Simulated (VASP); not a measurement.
Input of a VASP 6.6.1 run:

The input INCAR:

```
SYSTEM = Mg8HO8
PREC = Accurate
ENCUT = 520
EDIFF = 1E-6
ISMEAR = 0
SIGMA = 0.02
LREAL = Auto
LASPH = .True.
NELM = 100
ALGO = Normal
ISIF = 2
LWAVE = .False.
LCHARG = .False.
GGA = PE
NBANDS = 46
NELECT = 64.0
```

Contents of KPOINTS:

```
Automatic mesh
0
Gamma
  3 3 3
  0 0 0
```

POSCAR

```
Mg8HO8
1.0
    0.0000000000      3.8970000000      3.8970000000
    3.8970000000      0.0000000000      3.8970000000
    3.8970000000      3.8970000000      0.0000000000
Mg O H
8 8 1
Direct
   -0.0006393380      0.0001438286      0.0036519117
   -0.0005440082      0.0002378753      0.4961578137
   -0.0064799846      0.5078459071     -0.0010522197
    0.0052912497      0.4915011547      0.5012260713
    0.5082427508     -0.0054036438     -0.0017903516
    0.4918433410      0.0061417757      0.5006288170
    0.4995851937      0.4972785476     -0.0348826020
    0.4994028740      0.4970977675      0.5377300488
    0.2484562484      0.2486222735      0.2438239672
    0.2483639979      0.2485292533      0.7585136002
    0.2801927123      0.7211611496      0.2490451629
    0.2384382859      0.7607900949      0.7500623557
    0.7229323839      0.2781458814      0.2491812933
    0.7614594560      0.2378500128      0.7500227098
    0.7504089043      0.7505677444      0.2566973313
    0.7505710803      0.7507250449      0.7413693867
    0.4992690531      0.5177032333      0.2414148063
```

Potentials or basis: VASP PAW PBE potentials, release 64 (Mg, O, H).

Command:

```console
$ cat potpaw_PBE.64/Mg/POTCAR potpaw_PBE.64/O/POTCAR potpaw_PBE.64/H/POTCAR > POTCAR
$ mpirun -np 1 vasp_std > vasp.out
```

Task: What does it give for the largest force?

Result: 0.239 eV/Å.

Forces on the atoms (eV/Å):
```
Mg  -0.021 -0.020  0.004
Mg   0.018  0.018  0.003
Mg  -0.009  0.013  0.003
Mg  -0.006  0.008 -0.032
Mg   0.005  0.000  0.036
Mg  -0.004  0.005 -0.002
Mg  -0.059  0.016  0.022
Mg  -0.017  0.058  0.032
O   -0.009  0.003  0.012
O   -0.006  0.006  0.010
O    0.059 -0.057 -0.015
O    0.000  0.008  0.004
O   -0.067  0.067 -0.019
O   -0.028  0.035  0.004
O   -0.008  0.005  0.000
O    0.002  0.014 -0.013
H    0.151 -0.179 -0.049
```

Caveat: the k points lie up to 0.47 Å⁻¹ apart; the cell carries a net charge on a neutralising background, which shifts energy and pressure.
